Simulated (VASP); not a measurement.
# Sb (I4/mcm) in VASP: a series of runs

Sb is run at these levels: PBEsol; tasks: single point.

All numbers are computed with VASP 6.6.1; they aren't measurements. Logs are shortened: lines on timing, memory, paths and dates and some standing lists are left out, and cuts for length are marked.

## (1) The cell of the first run

The structure is tetragonal, space group I4/mcm (No. 140). The conventional cell has a = 5.723 Å, b = 5.723 Å, c = 5.723 Å, α = 90.00°, β = 90.00°, γ = 90.00°. Within 3.8 Å of Sb (site symmetry m2m) lie 6 Sb at 2.86 Å.

This isn't the form of Sb at room conditions, which is rhombohedral.

## (2) Single point, PBEsol

Contents of INCAR:

```
SYSTEM = Sb
  PREC = Accurate
  ENCUT = 520
  EDIFF = 1E-7
  ISMEAR = -1
  SIGMA = 0.05
  LREAL = .False.
  LASPH = .True.
  NELM = 60
  ALGO = Normal
  ISIF = 2
  LWAVE = .False.
  LCHARG = .True.
  GGA = PS
  LELF = .True.
  LVHAR = .True.
  NBANDS = 18
```

Contents of KPOINTS:

```
regular mesh
0
Gamma
  7 7 7
  0 0 0
```

Contents of POSCAR:

```
Sb
1.0
   -2.8617062497      2.8617062497      2.8616016480
    2.8617062497     -2.8617062497      2.8616016480
    2.8617062497      2.8617062497     -2.8616016480
Sb
4
Direct
    0.7495537377      0.2495537377      0.9991074753
    0.2495537377      0.2504462623      0.5000000000
    0.2504462623      0.7504462623      0.0008925247
    0.7504462623      0.7495537377      0.5000000000
```

Potentials or basis: VASP PAW PBE potentials, release 64 (Sb).

Started as:

```console
$ cat potpaw_PBE.64/Sb/POTCAR > POTCAR
$ mpirun -np 1 vasp_std > vasp.out
```

OUTCAR:

```text
SYSTEM = Sb
   PREC = Accurate
   ENCUT = 520
   EDIFF = 1E-7
   ISMEAR = -1
   LREAL = .False.
   LASPH = .True.
   NELM = 60
   ISIF = 2
   GGA = PS

 ion  position               nearest neighbor table
   1  0.750  0.250  0.999-   3 2.86   3 2.86   4 2.86   2 2.86   4 2.86   2 2.86
   2  0.250  0.250  0.500-   4 2.86   4 2.86   3 2.86   1 2.86   3 2.86   1 2.86
   3  0.250  0.750  0.001-   1 2.86   1 2.86   4 2.86   2 2.86   4 2.86   2 2.86
   4  0.750  0.750  0.500-   2 2.86   2 2.86   1 2.86   3 2.86   3 2.86   1 2.86

  LATTYP: Found a body centered tetragonal cell.
 ALAT       =     5.7234124994
 C/A-ratio  =     0.9999634478

  Lattice vectors:

 A1 = (  -2.8617062497,   2.8617062497,   2.8616016480)
 A2 = (   2.8617062497,  -2.8617062497,   2.8616016480)
 A3 = (   2.8617062497,   2.8617062497,  -2.8616016480)

Analysis of symmetry for initial positions (statically):
=====================================================================
 Subroutine PRICEL returns:
 Original cell was already a primitive cell.

 Routine SETGRP: Setting up the symmetry group for a
 body centered tetragonal supercell.

 Subroutine GETGRP returns: Found 16 space group operations
 (whereof  8 operations were pure point group operations)
 out of a pool of 16 trial point group operations.

The static configuration has the point symmetry C_4h.
 The point group associated with its full space group is D_4h.

Analysis of symmetry for dynamics (positions and initial velocities):
=====================================================================
 Subroutine PRICEL returns:
 Original cell was already a primitive cell.

 Routine SETGRP: Setting up the symmetry group for a
 body centered tetragonal supercell.

 Subroutine GETGRP returns: Found 16 space group operations
 (whereof  8 operations were pure point group operations)
 out of a pool of 16 trial point group operations.

The dynamic configuration has the point symmetry C_4h.
 The point group associated with its full space group is D_4h.

 Subroutine INISYM returns: Found 16 space group operations
 (whereof  8 operations are pure point group operations),
 and found     1 'primitive' translations

----------------------------------------------------------------------------------------

                                     Primitive cell

  volume of cell :      93.7388

  direct lattice vectors                    reciprocal lattice vectors
    -2.861706250  2.861706250  2.861601648     0.000000000  0.174720938  0.174727325
     2.861706250 -2.861706250  2.861601648     0.174720938  0.000000000  0.174727325
     2.861706250  2.861706250 -2.861601648     0.174720938  0.174720938  0.000000000
[... 93 lines left out ...]
   NFREE  =      0    steps in history (QN), initial steepest desc. (CG)
   ISIF   =      2    stress and relaxation
   ISYM   =      2    0-nonsym 1-usesym 2-fastsym
   POTIM  = 0.5000    time-step for ionic-motion
   TEBEG  =    0.0;   TEEND  =   0.0 temperature during run
   PSTRESS=    0.0 pullay stress
   NELECT =      20.0000    total number of electrons
   NUPDOWN=      -1.0000    fix difference up-down
   EMIN   =  10.00;   EMAX   =-10.00  energy-range for DOS
   EFERMI =   0.00;   METHOD = LEGACY
   ISMEAR =    -1;   SIGMA  =   0.05  broadening in eV -4-tet -1-fermi 0-gaus
   EFERMI_NEDOS =   21; number of points for ismear=-14 and -15
   IALGO  =     38    algorithm
   IMIX   =      4    mixing-type and parameters
     AMIX     =   0.40;   BMIX     =  1.00
     AMIX_MAG =   1.60;   BMIX_MAG =  1.00
  volume/ion in A,a.u.               =      23.43       158.15
  Fermi-wavevector in a.u.,A,eV,Ry     =   0.978239  1.848604 13.020122  0.956952
  Thomas-Fermi vector in A             =   2.108999
   LORBIT       =      0    0 simple, 1 ext, 2 COOP (PROOUT), +10 PAW based schemes
   GGA     = PS    functional components
   LHFCALC =     F    Hartree Fock is set to
   AEXX    =    0.0000 exact exchange contribution
   IVDW    =     0    specifies the selected vdW correction
   LEPSILON=     F    determine dielectric tensor
   LRPA    =     F    only Hartree local field effects (RPA)
 non-spin polarized calculation
  energy-cutoff  :      520.00
  volume of cell :       93.74
 maximum number of plane-waves:      2533
 NGX is ok and might be reduce to    40
   NGX = 19   NGY = 19   NGZ = 19

 number of electron      19.9999998 magnetization

 Free energy of the ion-electron system (eV)
  ---------------------------------------------------
  ext. energy  EPLUGINS =         0.00000000
  ---------------------------------------------------
  free energy    TOTEN  =       -17.03498520 eV

  energy without entropy =      -17.01995107  energy(sigma->0) =      -17.02746814

 E-fermi :  10.3860     XC(G=0): -10.8034

 val. band max:       10.3354975976   @ k =   0.4286   0.1429  -0.0000
 cond. band min:      10.4624241353   @ k =   0.4286   0.0000  -0.0000
 fundamental gap:      0.1269265376
 Fermi energy:        10.3860046017

 k-point     1 :       0.0000    0.0000    0.0000
  band No.  band energies     occupation
      1      -4.1495      2.00000
      2       3.0576      2.00000
      3       3.0583      2.00000
      4       3.0583      2.00000
      5       5.6479      2.00000
      6       5.6479      2.00000
[... 481 lines left out ...]
      5       4.0711      2.00000
      6       5.7300      2.00000
[... 10 lines left out ...]
     17      16.3469      0.00000
     18      16.4667      0.00000

 [... further k-points ...]

------------------------ aborting loop because EDIFF is reached ----------------------------------------

  FORCE on cell =-STRESS in cart. coord.  units (eV):
  Direction    XX          YY          ZZ          XY          YZ          ZX
  --------------------------------------------------------------------------------------
  -------------------------------------------------------------------------------------
  Total       12.0583390     12.0583390     12.0629436      0.0000000     -0.0000000     -0.0000000
  in kB      206.1003833    206.1003833    206.1790842      0.0000000     -0.0000000     -0.0000000
  external PRESSURE =     206.1266169 kB  Pullay stress =       0.0000000 kB

 VOLUME and BASIS-vectors are now :
 -----------------------------------------------------------------------------
  energy-cutoff  :      520.00
  volume of cell :       93.74
      direct lattice vectors                 reciprocal lattice vectors
    -2.861706250  2.861706250  2.861601648     0.000000000  0.174720938  0.174727325
     2.861706250 -2.861706250  2.861601648     0.174720938  0.000000000  0.174727325
     2.861706250  2.861706250 -2.861601648     0.174720938  0.174720938  0.000000000

 POSITION                                       TOTAL-FORCE (eV/Angst)
 -----------------------------------------------------------------------------------
      1.42830      4.29001      0.00000         0.000301      0.000301      0.000000
      1.43341      1.42830      0.00000        -0.000301      0.000301      0.000000
      1.43341     -1.42830      2.86160        -0.000301     -0.000301     -0.000000
      1.42830      1.43341      2.86160         0.000301     -0.000301      0.000000
 -----------------------------------------------------------------------------------
    total drift:                               -0.000000      0.000000      0.000000

  FREE ENERGIE OF THE ION-ELECTRON SYSTEM (eV)
  ---------------------------------------------------
  free  energy   TOTEN  =       -17.0349851992 eV

  energy  without entropy=      -17.0199510746  energy(sigma->0) =      -17.02746814
```

OSZICAR:

```text
N       E                     dE             d eps       ncg     rms          rms(c)
DAV:   1     0.921637292470E+02    0.92164E+02   -0.69330E+03  1440   0.898E+02
DAV:   2    -0.115015907592E+02   -0.10367E+03   -0.10012E+03  1866   0.160E+02
DAV:   3    -0.170315509855E+02   -0.55300E+01   -0.54483E+01  1744   0.404E+01
DAV:   4    -0.170896340536E+02   -0.58083E-01   -0.57986E-01  1828   0.465E+00
DAV:   5    -0.170902176183E+02   -0.58356E-03   -0.58355E-03  1702   0.538E-01    0.584E+00
DAV:   6    -0.170543278555E+02    0.35890E-01   -0.59198E-03  1750   0.388E-01    0.360E+00
DAV:   7    -0.170350949791E+02    0.19233E-01   -0.12123E-02  1568   0.565E-01    0.586E-02
DAV:   8    -0.170349883857E+02    0.10659E-03   -0.38615E-04  1780   0.107E-01    0.232E-02
DAV:   9    -0.170349850141E+02    0.33716E-05   -0.22808E-05  1790   0.254E-02    0.987E-03
DAV:  10    -0.170349847009E+02    0.31315E-06   -0.20566E-06  1772   0.792E-03    0.430E-03
DAV:  11    -0.170349852692E+02   -0.56829E-06   -0.25093E-08  1150   0.105E-03    0.435E-04
DAV:  12    -0.170349851992E+02    0.70012E-07   -0.67923E-09   990   0.552E-04
   1 F= -.17034985E+02 E0= -.17027468E+02  d E =-.150341E-01
```

It took 37 s on 1 thread of Intel Xeon 6975P-C (Granite Rapids), shared host; peak memory 0.25 GiB.

Results:

| Property | Result |
| --- | --- |
| Free energy | -17.0350 eV |
| Pressure | 20.6 GPa |
| Band gap on the k mesh | zero (bands 10 and 11 overlap by 2.22 eV) |

Levels at points of the mesh, in eV from the Fermi level:
```tsv
k point	band 6	band 7	band 8	band 9	band 10	band 11	band 12	band 13	band 14	band 15
(0.00, 0.00, 0.00)	-4.74	-4.74	-4.74	-4.74	-4.74	1.14	1.14	1.14	3.86	3.86
```

Caveat: the cell stands under pressure; the PAW data sets were made with another functional, which shifts forces and pressure a little; spin-orbit coupling is left out, which moves the levels of the heavy elements.

## (3) Single point, PBEsol

This run uses another cell than the first one, of 25.35 Å³/atom.

Contents of INCAR:

```
ALGO = Normal ; EDIFF = 1E-6
ENCUT = 520 ; GGA = PS
ISIF = 2 ; ISMEAR = -1
LASPH = True ; LCHARG = False
LREAL = False ; LWAVE = False
NBANDS = 18 ; NELM = 100
PREC = Accurate ; SIGMA = 0.05
```

Contents of KPOINTS:

```
k-points
0
Gamma
  7 7 7
```

Contents of POSCAR:

```
Sb
1.0
   -2.9378955449      2.9378955449      2.9367610764
    2.9378955449     -2.9378955449      2.9367610764
    2.9378955449      2.9378955449     -2.9367610764
Sb
4
Direct
    0.7499049856      0.2499049856      0.9998099712
    0.2499049856      0.2500950144      0.5000000000
    0.2500950144      0.7500950144      0.0001900288
    0.7500950144      0.7499049856      0.5000000000
```

Potentials or basis: VASP PAW PBE potentials, release 64 (Sb).

Started as:

```console
$ cat potpaw_PBE.64/Sb/POTCAR > POTCAR
$ mpirun -np 1 vasp_std > vasp.out
```

Run time: 27 s. Hardware: 1 thread of Intel Xeon 6975P-C (Granite Rapids), shared host; peak memory 0.25 GiB.

It converged, with:

| Item | Value |
| --- | --- |
| Free energy | -17.7569 eV |
| Pressure | 10.3 GPa |
| Band gap on the k mesh | zero (bands 10 and 11 overlap by 2.01 eV) |

Levels at points of the mesh, in eV from the Fermi level:
```
           k point  band 7  band 8  band 9  band 10  band 11  band 12  band 13  band 14
(0.00, 0.00, 0.00)   -4.32   -4.32   -4.32    -4.32     1.48     1.48     1.48     3.67
```

Caveat: the cell stands under pressure; the PAW data sets were made with another functional, which shifts forces and pressure a little; spin-orbit coupling is left out, which moves the levels of the heavy elements.

The gap in the log of VASP goes by the Fermi energy; the results here count the filled bands.